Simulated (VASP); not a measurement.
# Ba2Tl5V3O12 (R-3m) in VASP: further runs, part 2 of 2

VASP 6.6.1.

### 3 Single point, PBE, collinear spin, ferromagnetic start

This run uses another cell than the first one, of 17.31 Å³/atom.

The input, INCAR:

```
  PREC = Accurate
  ENCUT = 600
  EDIFF = 1E-6
  ISMEAR = -1
  SIGMA = 0.05
  LREAL = F
  LASPH = T
  NELM = 200
  ALGO = Normal
  ISIF = 2
  LWAVE = F
  LCHARG = F
  ISPIN = 2
  MAGMOM = 0 0 2 2 2 0 0 0 0 0 0 0 0 0 0 0 0 0 0 0 0 0
  LORBIT = 11
  LMAXMIX = 4
  GGA = PE
  NBANDS = 119
  GGA_COMPAT = F
```

The input, KPOINTS:

```
Automatic mesh
0
Gamma
  2 2 2
```

The input, POSCAR:

```
Ba2Tl5V3O12
1.0
    4.2483636085      2.4527938730      6.0922520649
   -4.2483636085      2.4527938730      6.0922520649
    0.0000000000     -4.9055877459      6.0922520649
Ba V Tl O
2 3 5 12
Direct
    0.5000000000      0.5000000000      0.5000000000
    0.0000000000      0.0000000000      0.0000000000
    0.5000000000      0.5000000000      0.0000000000
    0.0000000000      0.5000000000      0.5000000000
    0.5000000000      0.0000000000      0.5000000000
    0.0000000000      0.0000000000      0.5000000000
    0.5000000000      0.0000000000      0.0000000000
    0.0000000000      0.5000000000      0.0000000000
    0.7396633403      0.7396633403      0.7396633403
    0.2603366597      0.2603366597      0.2603366597
    0.7166468834      0.0812592302      0.4135407047
    0.4135407047      0.7166468834      0.0812592302
    0.0812592302      0.4135407047      0.7166468834
    0.5864592953      0.9187407698      0.2833531166
    0.9187407698      0.2833531166      0.5864592953
    0.2833531166      0.5864592953      0.9187407698
    0.2833531166      0.9187407698      0.5864592953
    0.5864592953      0.2833531166      0.9187407698
    0.9187407698      0.5864592953      0.2833531166
    0.4135407047      0.0812592302      0.7166468834
    0.0812592302      0.7166468834      0.4135407047
    0.7166468834      0.4135407047      0.0812592302
```

Potentials or basis: VASP PAW PBE potentials, release 64 (Ba_sv, V_sv, Tl_d, O).

On the command line:

```console
$ cat potpaw_PBE.64/Ba_sv/POTCAR potpaw_PBE.64/V_sv/POTCAR potpaw_PBE.64/Tl_d/POTCAR potpaw_PBE.64/O/POTCAR > POTCAR
$ mpirun -np 1 vasp_std > vasp.out
```

OUTCAR:

```text
PREC = Accurate
   ENCUT = 600
   EDIFF = 1E-6
   ISMEAR = -1
   LREAL = F
   LASPH = T
   NELM = 200
   ISIF = 2
   ISPIN = 2
   LORBIT = 11
   GGA = PE

 ion  position               nearest neighbor table
   1  0.500  0.500  0.500-  12 3.22  16 3.22  18 3.22  22 3.22  14 3.22  19 3.22  20 3.22  13 3.22
                            11 3.22  17 3.22  21 3.22  15 3.22   7 4.25   8 4.25   7 4.25   8 4.25
   2  0.000  0.000  0.000-  11 3.23  15 3.23  17 3.23  21 3.23  14 3.23  19 3.23  20 3.23  13 3.23
                            16 3.23  12 3.23  18 3.23  22 3.23   6 3.91   6 3.91   8 3.91   7 3.91
   3  0.500  0.500  0.000-  12 1.82  16 1.82  18 1.82  22 1.82   9 2.79  10 2.79
   4  0.000  0.500  0.500-  13 1.82  19 1.82  15 1.82  21 1.82   9 2.79  10 2.79
[... 1185 lines left out ...]
      2.12418     -1.22640      6.09225         0.000000     -0.000000      0.000000
      0.00000     -2.45279      3.04613         0.000000     -0.000000      0.000000
[... 14 lines left out ...]
     -2.69936     -0.07156      7.38044        -0.030321      0.051786      0.062996
      1.28771      2.37349      7.38044         0.060008      0.000366      0.062996
 -----------------------------------------------------------------------------------
    total drift:                                0.000000      0.000000     -0.000000

  FREE ENERGIE OF THE ION-ELECTRON SYSTEM (eV)
  ---------------------------------------------------
  free  energy   TOTEN  =      -129.5806568674 eV

  energy  without entropy=     -129.5418069555  energy(sigma->0) =     -129.56123191

 total charge

# of ion       s       p       d       tot
------------------------------------------
    1        1.986   5.618   0.138   7.741
    2        1.986   5.616   0.137   7.739
    3        2.313   6.370   3.020  11.703
    4        2.313   6.370   3.020  11.703
    5        2.313   6.370   3.020  11.703
    6        0.986   0.400   9.749  11.134
[... 14 lines left out ...]
   21        1.583   3.353   0.000   4.935
   22        1.583   3.353   0.000   4.935
--------------------------------------------------
tot         35.137  72.742  57.923 165.803

 magnetization (x)

# of ion       s       p       d       tot
------------------------------------------
    1       -0.000  -0.000  -0.003  -0.003
    2        0.000   0.000   0.002   0.002
    3       -0.039  -0.004  -0.366  -0.408
    4       -0.039  -0.004  -0.366  -0.408
    5       -0.039  -0.004  -0.366  -0.408
    6       -0.002  -0.005   0.001  -0.006
[... 14 lines left out ...]
   21       -0.000   0.015   0.000   0.015
   22       -0.000   0.015   0.000   0.015
--------------------------------------------------
tot         -0.109   0.058  -1.113  -1.164
```

stdout:

```text
POSCAR found type information on POSCAR BaV TlO
 POSCAR found :  4 types and      22 ions
 scaLAPACK will be used
 -----------------------------------------------------------------------------
|                                                                             |
|                                                                             |
|     You have a (more or less) 'large supercell' and for larger cells it     |
|     might be more efficient to use real-space projection operators.         |
|     Therefore, try LREAL= Auto in the INCAR file.                           |
|     Mind: For very accurate calculation, you might also keep the            |
|     reciprocal projection scheme (i.e. LREAL=.FALSE.).                      |
|                                                                             |
 -----------------------------------------------------------------------------

 LDA part: xc-table for (Slater+PW92), standard interpolation
 POSCAR, INCAR and KPOINTS ok, starting setup
 FFT: planning ... GRIDC
 FFT: planning ... GRID_SOFT
 FFT: planning ... GRID
 WAVECAR not read
 entering main loop
```

Run time: 9.1 min. Hardware: 1 thread of AMD EPYC 9R45 (Zen 5), shared host; peak memory 0.92 GiB.

Results:

| Property | Result |
| --- | --- |
| Free energy | -129.5807 eV |
| Pressure | 0.3 GPa |
| Largest force | 0.087 eV/Å |
| Net moment | -1.48 μB per cell |
| Site moments | Ba -0.00, +0.00; V -0.41; Tl -0.01, -0.05 (each value once); O +0.01 μB |
| Valence electrons inside the program's atomic spheres | Ba 7.74; V 11.70; Tl 11.13, 11.29 (each value once); O 4.93 |

Forces in eV/Å, atoms in the order of the input:
```
Ba   0.000  0.000  0.000
Ba   0.000  0.000  0.000
V    0.000  0.000  0.000
V    0.000  0.000  0.000
V    0.000  0.000  0.000
Tl   0.000  0.000  0.000
Tl   0.000  0.000  0.000
Tl   0.000  0.000  0.000
Tl   0.000  0.000  0.000
Tl   0.000  0.000  0.000
O    0.030  0.052  0.063
O   -0.060  0.000  0.063
O    0.030 -0.052  0.063
O    0.030  0.052 -0.063
O    0.030 -0.052 -0.063
O   -0.060  0.000 -0.063
O   -0.030 -0.052 -0.063
O    0.060  0.000 -0.063
O   -0.030  0.052 -0.063
O   -0.030 -0.052  0.063
O   -0.030  0.052  0.063
O    0.060  0.000  0.063
```

Stress tensor (GPa, compression positive):
```
0.22 0.00 0.00
0.00 0.22 0.00
0.00 0.00 0.42
```

Levels at points of the mesh, in eV from the Fermi level:
Spin up:
| k point | band 95 | band 96 | band 97 | band 98 | band 99 | band 100 |
| --- | --- | --- | --- | --- | --- | --- |
| (0.00, 0.00, 0.00) | -1.00 | -0.50 | -0.50 | -0.42 | -0.01 | 0.56 |
| (0.50, 0.00, 0.00) | -0.73 | -0.67 | -0.59 | 0.09 | 0.27 | 0.34 |
| (0.50, 0.50, 0.00) | -0.77 | -0.56 | -0.52 | 0.15 | 0.57 | 1.11 |
| (0.50, 0.50, 0.50) | -0.96 | -0.74 | -0.18 | 0.47 | 0.47 | 0.79 |
Spin down:
| k point | band 96 | band 97 | band 98 | band 99 | band 100 | band 101 | band 102 | band 103 |
| --- | --- | --- | --- | --- | --- | --- | --- | --- |
| (0.00, 0.00, 0.00) | -0.57 | -0.57 | -0.41 | -0.17 | -0.17 | -0.10 | 0.95 | 1.50 |
| (0.50, 0.00, 0.00) | -0.72 | -0.66 | -0.33 | -0.04 | 0.24 | 0.44 | 1.27 | 1.59 |
| (0.50, 0.50, 0.00) | -0.76 | -0.59 | -0.21 | 0.17 | 0.92 | 0.95 | 1.09 | 1.33 |
| (0.50, 0.50, 0.50) | -0.73 | -0.24 | -0.24 | -0.23 | 0.79 | 0.79 | 1.15 | 1.30 |

Caveat: the k points lie up to 0.46 Å⁻¹ apart; a moment this small can come from the mesh or the smearing; spin-orbit coupling is left out, which moves the levels of the heavy elements; semilocal functionals often make such compounds metallic where correlation or magnetic order opens a gap, which also shifts bond lengths.
